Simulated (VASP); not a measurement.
A run of VASP 6.6.1 is set up as follows.

INCAR

```
PREC = Accurate
ENCUT = 500
EDIFF = 1E-6
ISMEAR = -1
SIGMA = 0.1
LREAL = F
LASPH = T
NELM = 120
ALGO = Normal
ISIF = 2
LWAVE = F
LCHARG = F
GGA = CA
NBANDS = 11
GGA_COMPAT = F
```

File KPOINTS:

```
Automatic mesh
0
Gamma
  8 8 8
```

The input POSCAR:

```
Pd
1.0
    0.0000000000      1.9293332649      1.9293332649
    1.9293332649      0.0000000000      1.9293332649
    1.9293332649      1.9293332649      0.0000000000
Pd
1
Direct
    0.0000000000      0.0000000000      0.0000000000
```

Potentials or basis: VASP PAW LDA potentials, release 64 (Pd).

Command:

```sh
$ cat potpaw_LDA.64/Pd/POTCAR > POTCAR
$ mpirun -np 1 vasp_std > vasp.out
```

Q: Estimate the pressure.

A: -1.9 GPa.

Q: Estimate the band gap on the k mesh.

A: Zero (band 5 reaches 10.40 eV, above the bottom of band 6 at 8.72 eV).
